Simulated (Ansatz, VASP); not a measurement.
# ReS: VASP beside Ansatz

```
Re S
1.0
     0.00000    2.59204    2.59204
     2.59204    0.00000    2.59204
     2.59204    2.59204    0.00000
Re S
1 1
Direct
  0.00000 0.00000 0.00000
  0.25000 0.25000 0.25000
```

Alike in both runs: task single point; functional PBEsol; k mesh 14 × 14 × 14; occupations gaussian, width 0.1 eV; collinear spin.

|  | VASP | Ansatz |
| --- | --- | --- |
| version | VASP 6.6.1 | Ansatz 0.2.0 |
| potentials or method | VASP PAW PBE potentials, release 64 (Re, S), cutoff 520 eV | scalar-relativistic, plane waves, PAW |
| valence electrons in the cell | 13 | 21 |

|  | VASP | Ansatz | Ansatz less VASP |
| --- | --- | --- | --- |
| gap on the k mesh at the Fermi level (eV) | none | none | - |
| pressure (GPa) | 2.0 | 0.0 | -1.96 |
| net moment per atom (μB) | 0.00 | 0.00 | 0.000 |

VASP's potentials were made for PBE, not for PBEsol. A gap of «none» marks a metal or a gap that the smearing closes. The functional is the same, so the differences come from potentials, cutoffs and numerics. VASP's potentials hold 13 valence electrons a cell and Ansatz's 21, so a difference there can come from the potentials and not from the codes. Ansatz's warnings: seeded moment not kept.

Neither program's run includes spin-orbit coupling.
